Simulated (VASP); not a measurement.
Set up this calculation in VASP 6.6.1, as the native input.

| Property | Result |
| --- | --- |
| Task | single point |
| Functional | PBEsol |
| Potentials or basis | VASP PAW PBE potentials, release 64 (Zr_sv, H) |
| Cutoff | 520 eV |
| k mesh | 3 × 2 × 3 |
| Occupations | gaussian, width 0.05 eV |
| Spin | no spin polarisation |
| Dipole correction | no |
| Further INCAR settings | ALGO = Normal; EDIFF = 1e-07; NBANDS = 84 |

The structure of Zr12H (a cell with a defect) lies in POSCAR:

```
Zr12H
1.0
    6.4600000000      0.0000000000      0.0000000000
   -4.8450000000      8.3917860000      0.0000000000
    0.0000000000      0.0000000000      5.1453900000
Zr H
12 1
Direct
    0.0016974254      0.0016221447      0.0014778005
    0.1645092077      0.2200249215      0.4967746086
    0.0035845096      0.3304256401     -0.0080442417
    0.1726995071      0.5576277476      0.4949455348
    0.0030174911      0.6712830150     -0.0024710101
    0.1694636026      0.8917863007      0.4968809286
    0.4976531437     -0.0029022657      0.0028313798
    0.6639287380      0.2175256243      0.5022122932
    0.4941089777      0.3313775946      0.0055319201
    0.6633604845      0.5586875293      0.5081311880
    0.5028629835      0.6691550586      0.0037443029
    0.6654971308      0.8875276320      0.4989937501
    0.8354631784      0.4451949874     -0.2497295349
```

One way to write it, as run:

INCAR

```
SYSTEM = Zr12H
ALGO = Normal
EDIFF = 1E-7
ENCUT = 520
GGA = PS
ISIF = 2
ISMEAR = 0
LASPH = .TRUE.
LCHARG = .FALSE.
LREAL = .FALSE.
LWAVE = .FALSE.
NBANDS = 84
NELM = 100
PREC = Accurate
SIGMA = 0.05
```

KPOINTS

```
k-points
0
G
  3 2 3
  0 0 0
```

Potentials or basis: VASP PAW PBE potentials, release 64 (Zr_sv, H).

Command:

```sh
$ cat potpaw_PBE.64/Zr_sv/POTCAR potpaw_PBE.64/H/POTCAR > POTCAR
$ mpirun -np 1 vasp_std > vasp.out
```

It gave:

The pressure is -2.3 GPa and the largest force is 0.018 eV/Å. The band gap on the k mesh is zero (an odd number of electrons rules out a gap without spin polarisation).

Caveat: the k points lie up to 0.41 Å⁻¹ apart, too coarse for converged energies and pressures of a metal; the PAW data sets were made with another functional, which shifts forces and pressure a little.

Run time: 5.3 min on 1 thread of Intel(R) Xeon(R) Platinum 8259CL CPU @ 2.50GHz (Skylake/Cascade Lake), on a shared host, peak memory 0.43 GiB.
